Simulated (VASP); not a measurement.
# Al (P6_3/mmc) in VASP: a series of runs

Al is run at these levels: LDA, BLYP+D3(BJ), PBEsol+D3(BJ); tasks: relaxation of cell and atoms.

All numbers are computed with VASP 6.6.1; they aren't measurements. Logs are shortened: lines on timing, memory, paths and dates and some standing lists are left out, and cuts for length are marked.

## 1. The cell of the first run

Symmetry: P6_3/mmc, No. 194, hexagonal system. Conventional cell: a = 2.827 Å, b = 2.827 Å, c = 9.186 Å, α = 90.00°, β = 90.00°, γ = 120.00°. Al (site symmetry -3m) has 12 Al at 2.82 to 2.83 Å within 3.7 Å. Within 3.7 Å of Al (site symmetry -6m2) lie 12 Al at 2.82 to 2.83 Å.

## 2. Relaxation of cell and atoms, LDA

INCAR reads:

```
SYSTEM = Al
PREC = Accurate
ENCUT = 600
EDIFF = 1E-6
ISMEAR = 1
SIGMA = 0.1
LREAL = .FALSE.
LASPH = .TRUE.
NELM = 80
ALGO = Normal
ISIF = 3
LWAVE = .FALSE.
LCHARG = .FALSE.
IBRION = 2
NSW = 80
EDIFFG = -0.01
```

KPOINTS reads:

```
regular mesh
0
G
  9 9 2
  0 0 0
```

POSCAR reads:

```
Al
1.0
    2.8270770200      0.0000000000      0.0000000000
   -1.4135385100      2.4483205178      0.0000000000
    0.0000000000      0.0000000000      9.1859930700
Al
4
Direct
    0.0000000000      0.0000000000      0.0000000000
    0.0000000000      0.0000000000      0.5000000000
    0.3333333333      0.6666666667      0.2500000000
    0.6666666667      0.3333333333      0.7500000000
```

Potentials or basis: VASP PAW LDA potentials, release 64 (Al).

Run with:

```bash
$ cat potpaw_LDA.64/Al/POTCAR > POTCAR
$ mpirun -np 1 vasp_std > vasp.out
```

OUTCAR:

```text
SYSTEM = Al
   PREC = Accurate
   ENCUT = 600
   EDIFF = 1E-6
   ISMEAR = 1
   LREAL = .FALSE.
   LASPH = .TRUE.
   NELM = 80
   ISIF = 3
   IBRION = 2
   NSW = 80
   EDIFFG = -0.01

 ion  position               nearest neighbor table
   1  0.000  0.000  0.000-   3 2.82   4 2.82   4 2.82   3 2.82   4 2.82   3 2.82
   2  0.000  0.000  0.500-   3 2.82   4 2.82   4 2.82   3 2.82   4 2.82   3 2.82
   3  0.333  0.667  0.250-   1 2.82   2 2.82   1 2.82   2 2.82   1 2.82   2 2.82
   4  0.667  0.333  0.750-   1 2.82   2 2.82   1 2.82   2 2.82   1 2.82   2 2.82

  LATTYP: Found a hexagonal cell.
 ALAT       =     2.8270770200
 C/A-ratio  =     3.2492899928

  Lattice vectors:

 A1 = (   2.8270770200,   0.0000000000,   0.0000000000)
 A2 = (  -1.4135385100,   2.4483205178,   0.0000000000)
 A3 = (   0.0000000000,   0.0000000000,   9.1859930700)

Analysis of symmetry for initial positions (statically):
=====================================================================
 Subroutine PRICEL returns:
 Original cell was already a primitive cell.

 Routine SETGRP: Setting up the symmetry group for a
 hexagonal supercell.

 Subroutine GETGRP returns: Found 24 space group operations
 (whereof 12 operations were pure point group operations)
 out of a pool of 24 trial point group operations.

The static configuration has the point symmetry D_3d.
 The point group associated with its full space group is D_6h.

Analysis of symmetry for dynamics (positions and initial velocities):
=====================================================================
 Subroutine PRICEL returns:
 Original cell was already a primitive cell.

 Routine SETGRP: Setting up the symmetry group for a
 hexagonal supercell.

 Subroutine GETGRP returns: Found 24 space group operations
 (whereof 12 operations were pure point group operations)
 out of a pool of 24 trial point group operations.

The dynamic configuration has the point symmetry D_3d.
 The point group associated with its full space group is D_6h.

 Subroutine INISYM returns: Found 24 space group operations
 (whereof 12 operations are pure point group operations),
 and found     1 'primitive' translations

----------------------------------------------------------------------------------------

                                     Primitive cell

  volume of cell :      63.5817

  direct lattice vectors                    reciprocal lattice vectors
     2.827077020  0.000000000  0.000000000     0.353722234  0.204221627  0.000000000
[... 83 lines left out ...]
   ISPIN  =      1    spin polarized calculation?
   LNONCOLLINEAR =      F non collinear calculations
   LSORBIT =      F    spin-orbit coupling
   LASPH  =      T    aspherical Exc in radial PAW
   ENCUT  =  600.0 eV  44.10 Ry    6.64 a.u.   5.65  5.65 18.35*2*pi/ulx,y,z
   NELM   =     80;   NELMIN=  2; NELMDL= -5     # of ELM steps
   EDIFF  = 0.1E-05   stopping-criterion for ELM
   LREAL  =      F    real-space projection
   EDIFFG = -.1E-01   stopping-criterion for IOM
   NSW    =     80    number of steps for IOM
   IBRION =      2    ionic relax: 0-MD 1-quasi-New 2-CG
   NFREE  =      1    steps in history (QN), initial steepest desc. (CG)
   ISIF   =      3    stress and relaxation
   ISYM   =      2    0-nonsym 1-usesym 2-fastsym
   POTIM  = 0.5000    time-step for ionic-motion
   TEBEG  =    0.0;   TEEND  =   0.0 temperature during run
   PSTRESS=    0.0 pullay stress
   NELECT =      12.0000    total number of electrons
   NUPDOWN=      -1.0000    fix difference up-down
   EMIN   =  10.00;   EMAX   =-10.00  energy-range for DOS
   EFERMI =   0.00;   METHOD = LEGACY
   ISMEAR =     1;   SIGMA  =   0.10  broadening in eV -4-tet -1-fermi 0-gaus
   EFERMI_NEDOS =   21; number of points for ismear=-14 and -15
   IALGO  =     38    algorithm
   IMIX   =      4    mixing-type and parameters
     AMIX     =   0.40;   BMIX     =  1.00
     AMIX_MAG =   1.60;   BMIX_MAG =  1.00
  volume/ion in A,a.u.               =      15.90       107.27
  Fermi-wavevector in a.u.,A,eV,Ry     =   0.939055  1.774557 11.997959  0.881825
  Thomas-Fermi vector in A             =   2.066329
   LORBIT       =      0    0 simple, 1 ext, 2 COOP (PROOUT), +10 PAW based schemes
   GGA     = CA    functional components
   LHFCALC =     F    Hartree Fock is set to
   AEXX    =    0.0000 exact exchange contribution
   IVDW    =     0    specifies the selected vdW correction
   LEPSILON=     F    determine dielectric tensor
   LRPA    =     F    only Hartree local field effects (RPA)
 conjugate gradient relaxation of ions
 non-spin polarized calculation
 Methfessel and Paxton  Order N= 1 SIGMA  =   0.10
  energy-cutoff  :      600.00
  volume of cell :       63.58
 maximum number of plane-waves:      2148
 NGX is ok and might be reduce to    24
   NGX = 11   NGY = 11   NGZ = 37

--------------------------------------- Ionic step        1  -------------------------------------------

 number of electron      12.0000000 magnetization

 Free energy of the ion-electron system (eV)
  ---------------------------------------------------
  ext. energy  EPLUGINS =         0.00000000
  ---------------------------------------------------
  free energy    TOTEN  =       -16.62670886 eV

  energy without entropy =      -16.62822207  energy(sigma->0) =      -16.62721327

------------------------ aborting loop because EDIFF is reached ----------------------------------------

  FORCE on cell =-STRESS in cart. coord.  units (eV):
  Direction    XX          YY          ZZ          XY          YZ          ZX
  --------------------------------------------------------------------------------------
  -------------------------------------------------------------------------------------
  Total        0.5226327      0.5226327     -1.1058719      0.0000000      0.0000000      0.0000000
  in kB       13.1696763     13.1696763    -27.8665615      0.0000000      0.0000000      0.0000000
  external PRESSURE =      -0.5090697 kB  Pullay stress =       0.0000000 kB
[... 139 lines left out ...]
--------------------------------------- Ionic step        5  -------------------------------------------

 number of electron      12.0000000 magnetization

 Free energy of the ion-electron system (eV)
  ---------------------------------------------------
  ext. energy  EPLUGINS =         0.00000000
  ---------------------------------------------------
  free energy    TOTEN  =       -16.63948242 eV

  energy without entropy =      -16.63971801  energy(sigma->0) =      -16.63956095

 E-fermi :   8.1931     XC(G=0): -10.4979

 val. band max:        8.1517244719   @ k =   0.4444  -0.0000   0.0000
 cond. band min:       8.2216965414   @ k =   0.3333   0.1111   0.0000
 fundamental gap:      0.0699720695
 Fermi energy:         8.1930917887

 k-point     1 :       0.0000    0.0000    0.0000
  band No.  band energies     occupation
      1      -3.1649      2.00000
      2      -1.3693      2.00000
      3      -1.3548      2.00000
      4       3.6861      2.00000
      5       4.1552      2.00000
      6      12.3109      0.00000
      7      12.3325      0.00000
      8      18.6060      0.00000
      9      18.6060      0.00000
     10      18.8405      0.00000
[... 328 lines left out ...]
  FREE ENERGIE OF THE ION-ELECTRON SYSTEM (eV)
  ---------------------------------------------------
  free  energy   TOTEN  =       -16.6394824211 eV

  energy  without entropy=      -16.6397180071  energy(sigma->0) =      -16.63956095

 reached required accuracy - stopping structural energy minimisation
```

OSZICAR:

```text
N       E                     dE             d eps       ncg     rms          rms(c)
DAV:   1     0.854724985669E+01    0.85472E+01   -0.47070E+03   480   0.104E+03
DAV:   2    -0.157444172513E+02   -0.24292E+02   -0.22824E+02   636   0.106E+02
DAV:   3    -0.167391661275E+02   -0.99475E+00   -0.94789E+00   664   0.177E+01
DAV:   4    -0.167492704608E+02   -0.10104E-01   -0.10142E-01   618   0.166E+00
[... 26 lines left out ...]
       N       E                     dE             d eps       ncg     rms          rms(c)
DAV:   1    -0.166394973068E+02   -0.89364E-04   -0.13082E-03   536   0.237E-01    0.298E-02
DAV:   2    -0.166394883212E+02    0.89856E-05   -0.86283E-06   592   0.223E-02    0.128E-02
DAV:   3    -0.166394833800E+02    0.49412E-05   -0.13223E-06   316   0.718E-03    0.469E-03
DAV:   4    -0.166394824211E+02    0.95889E-06   -0.54118E-07   270   0.463E-03
   5 F= -.16639482E+02 E0= -.16639561E+02  d E =-.744691E-04
```

Run time: 24 s. Hardware: 1 thread of AMD EPYC 7R13 (Zen 3), shared host; peak memory 0.14 GiB.

What came out:

```yaml
Free_energy: -16.6395 eV
Relaxed_volume: 15.84 Å³/atom
Relaxed_cell: a = 2.848 Å, b = 2.848 Å, c = 9.020 Å, α = 90.00°, β = 90.00°, γ = 120.00°
Space_group_after_relaxing_to_0.05_Å: P6_3/mmc (No. 194)
Energy_gained_by_relaxing: 3.2 meV/atom
Ionic_steps: 5
Pressure_after_relaxing: 0.0 GPa
Band_gap_on_the_k_mesh: zero (band 6 reaches 12.51 eV, above the bottom of band 7 at 6.78 eV)
```

Step by step:
```
step  energy change (eV)  largest force (eV/Å)  pressure (GPa)  volume (Å³)
   1              0.0000                0.0000           -0.05        63.58
   2             -0.0118                0.0000           -0.15        63.53
   3             -0.0127                0.0000           -0.17        63.51
   4             -0.0127                0.0000           -0.18        63.51
   5             -0.0128                0.0000            0.04        63.34
```

Final structure:
```cif
data_structure
_symmetry_space_group_name_H-M 'P 1'
_symmetry_Int_Tables_number 1
_cell_length_a 2.8476
_cell_length_b 2.8476
_cell_length_c 9.0199
_cell_angle_alpha 90.000
_cell_angle_beta 90.000
_cell_angle_gamma 120.000
_cell_volume 63.34
loop_
_atom_site_label
_atom_site_type_symbol
_atom_site_fract_x
_atom_site_fract_y
_atom_site_fract_z
_atom_site_occupancy
Al1 Al 0.00000 0.00000 0.00000 1
Al2 Al 0.00000 0.00000 0.50000 1
Al3 Al 0.33333 0.66667 0.25000 1
Al4 Al 0.66667 0.33333 0.75000 1
```

Levels at points of the mesh, in eV from the Fermi level:
| k point | band 3 | band 4 | band 5 | band 6 | band 7 | band 8 | band 9 | band 10 |
| --- | --- | --- | --- | --- | --- | --- | --- | --- |
| (0.00, 0.00, 0.00) | -9.55 | -4.51 | -4.04 | 4.12 | 4.14 | 10.41 | 10.41 | 10.65 |
| (0.00, 0.00, 0.50) | -7.34 | -7.34 | -0.42 | -0.42 | 9.21 | 9.21 | 10.74 | 10.74 |

(Part 1 of 2 ends here.)
